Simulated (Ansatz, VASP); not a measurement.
**Al: VASP beside Ansatz**

POSCAR

```
Al
1.0
    0.0000000000      2.0247900000      2.0247900000
    2.0247900000      0.0000000000      2.0247900000
    2.0247900000      2.0247900000      0.0000000000
Al
1
Direct
    0.0000000000      0.0000000000      0.0000000000
```

Contents of INCAR.step1:

```
SYSTEM = Al
ALGO     = Normal         ! electronic algorithm
EDIFF    = 1E-4           ! SCF threshold, eV
ENCUT    = 600            ! plane-wave cutoff, eV
GGA      = PE             ! functional
ISMEAR   = -1             ! smearing method
LASPH    = .TRUE.         ! aspherical terms in the spheres
LCHARG   = .FALSE.        ! write CHGCAR
LREAL    = .FALSE.        ! projectors in reciprocal space
LWAVE    = .TRUE.         ! write WAVECAR
NELM     = 80             ! most SCF steps
PREC     = Accurate       ! precision mode
SIGMA    = 0.1            ! smearing width, eV
```

File INCAR.step2:

```
SYSTEM = Al
ALGO     = Normal         ! electronic algorithm
EDIFF    = 1E-7           ! SCF threshold, eV
EDIFFG   = -0.01          ! ionic threshold
ENCUT    = 600            ! plane-wave cutoff, eV
IBRION   = 2              ! ionic algorithm
ISIF     = 3              ! what is computed and relaxed
ISMEAR   = -1             ! smearing method
ISTART   = 1            
LASPH    = .TRUE.         ! aspherical terms in the spheres
LCHARG   = .FALSE.        ! write CHGCAR
LMIXTAU  = .TRUE.       
LREAL    = .FALSE.        ! projectors in reciprocal space
LWAVE    = .FALSE.        ! write WAVECAR
METAGGA  = R2SCAN         ! meta-GGA
NELM     = 80             ! most SCF steps
NSW      = 80             ! ionic steps
PREC     = Accurate       ! precision mode
SIGMA    = 0.1            ! smearing width, eV
```

Contents of KPOINTS:

```
k-points
0
G
  13 13 13
  0 0 0
```

Input for Ansatz:

```yaml
crystal:
  lattice:
    - [0.0, 2.02479, 2.02479]
    - [2.02479, 0.0, 2.02479]
    - [2.02479, 2.02479, 0.0]
  atoms:
    - { symbol: Al, position: [0.0, 0.0, 0.0] }
hamiltonian:
  xc: r2scan
  pseudopotentials:
    kind: paw
    azcp:
      Al: "pseudopotentials/Al.paw.azcp"
basis:
  ecutwfc: 500
  fft_grid_basis: typed
kpoints:
  mp_grid: { grid: [13, 13, 13], shift: [0, 0, 0] }
magnetization:
  spin_polarized: false
scf:
  occupations: { method: fermi_dirac, width: 0.1 }
relax:
  max_steps: 60
  f_tol: 0.01
  cell: {}
```

Alike in both runs: task relaxation of cell and atoms; functional r2SCAN; k mesh 13 × 13 × 13; occupations fermi-dirac, width 0.1 eV; no spin polarisation.

|  | VASP | Ansatz |
| --- | --- | --- |
| version | VASP 6.6.1 | Ansatz 0.2.0 |
| potentials or method | VASP PAW PBE potentials, release 64 (Al), cutoff 600 eV | plane waves (500 eV) with PAW, scalar-relativistic |
| valence electrons in the cell | 3 | 3 |

|  | VASP | Ansatz | Ansatz less VASP |
| --- | --- | --- | --- |
| relaxed volume (Å³/atom) | 15.86 | 15.92 | +0.062 |
| relaxed length of the cell vector where the two differ most in proportion (Å) | 2.820 | 2.824 | +0.0037 |

VASP's potentials were made for PBE, not for r2SCAN.
